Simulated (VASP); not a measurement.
Set up this calculation in VASP 6.6.1, as the native input.

```yaml
Task: single point
Functional: LDA
Potentials_or_basis: VASP PAW LDA potentials, release 64 (Hg)
Cutoff: 520 eV
k_mesh: 11 × 11 × 11
Occupations: gaussian, width 0.1 eV
Spin: no spin polarisation
Dipole_correction: no
Further_INCAR_settings: ALGO = Normal; EDIFF = 1e-06; NBANDS = 12
```

The structure of Hg lies in POSCAR:

```
Hg
1.0
    1.7463233735      1.0082402698      2.1478810803
   -1.7463233735      1.0082402698      2.1478810803
    0.0000000000     -2.0164805396      2.1478810803
Hg
1
Direct
    0.0000000000      1.0000000000      0.0000000000
```

These files were run (other wordings do the same):

INCAR

```
ALGO = Normal ; EDIFF = 1E-6
ENCUT = 520 ; GGA = CA
ISIF = 2 ; ISMEAR = 0
LASPH = T ; LCHARG = F
LREAL = F ; LWAVE = F
NBANDS = 12 ; NELM = 60
PREC = Accurate ; SIGMA = 0.1
```

KPOINTS

```
k-points
0
Gamma
  11 11 11
```

Potentials or basis: VASP PAW LDA potentials, release 64 (Hg).

Command:

```bash
$ cat potpaw_LDA.64/Hg/POTCAR > POTCAR
$ mpirun -np 1 vasp_std > vasp.out
```

It gave:

```json
{
 "Pressure": "0.9 GPa",
 "Band gap on the k mesh": "zero (bands 6 and 7 overlap by 2.76 eV)"
}
```

Caveat: spin-orbit coupling is left out, which moves the levels of the heavy elements.

Run time: 30 s on 1 thread of Intel Xeon 8259CL, on a shared host, peak memory 0.16 GiB.
